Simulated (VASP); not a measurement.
Write the native input for VASP 6.6.1 that does the following.

* Task: single point
* Functional: PBE
* Potentials or basis: VASP PAW PBE potentials, release 64 (Cd, S)
* Cutoff: 520 eV
* k mesh: 12 × 12 × 6
* Occupations: gaussian, width 0.05 eV
* Spin: no spin polarisation
* Dipole correction: no
* Further INCAR settings: ALGO = Normal; EDIFF = 1e-06; NBANDS = 26

The structure of CdS lies in POSCAR:

```
CdS
1.0
    4.1914473277      0.0000000000      0.0000000000
   -2.0957236639      3.6298998644      0.0000000000
    0.0000000000      0.0000000000      6.5678050029
Cd S
2 2
Direct
    0.3333333333      0.6666666667      0.0000000000
    0.6666666667      0.3333333333      0.5000000000
    0.3333333333      0.6666666667      0.3850000000
    0.6666666667      0.3333333333      0.8850000000
```

This cell differs from its parent crystal: ratio of the length along z to the lengths across it x 0.96, volume and fractional coordinates fixed.

These files were run (other wordings do the same):

INCAR

```
SYSTEM = CdS
PREC = Accurate
ENCUT = 520
EDIFF = 1E-6
ISMEAR = 0
SIGMA = 0.05
LREAL = .False.
LASPH = .True.
NELM = 60
ALGO = Normal
ISIF = 2
LWAVE = .False.
LCHARG = .True.
GGA = PE
LELF = .True.
LVHAR = .True.
NBANDS = 26
```

KPOINTS

```
Automatic mesh
0
Gamma
  12 12 6
  0 0 0
```

Potentials or basis: VASP PAW PBE potentials, release 64 (Cd, S).

The run is started by

```sh
$ cat potpaw_PBE.64/Cd/POTCAR potpaw_PBE.64/S/POTCAR > POTCAR
$ mpirun -np 1 vasp_std > vasp.out
```

It gave:

```yaml
Pressure: 2.7 GPa
Largest_force: 0.034 eV/Å
Band_gap_on_the_k_mesh: 1.21 eV
```

Wall time 91 s on 1 thread of AMD EPYC 9R45 96-Core Processor (Zen 5) (shared host), peak memory 0.29 GiB.
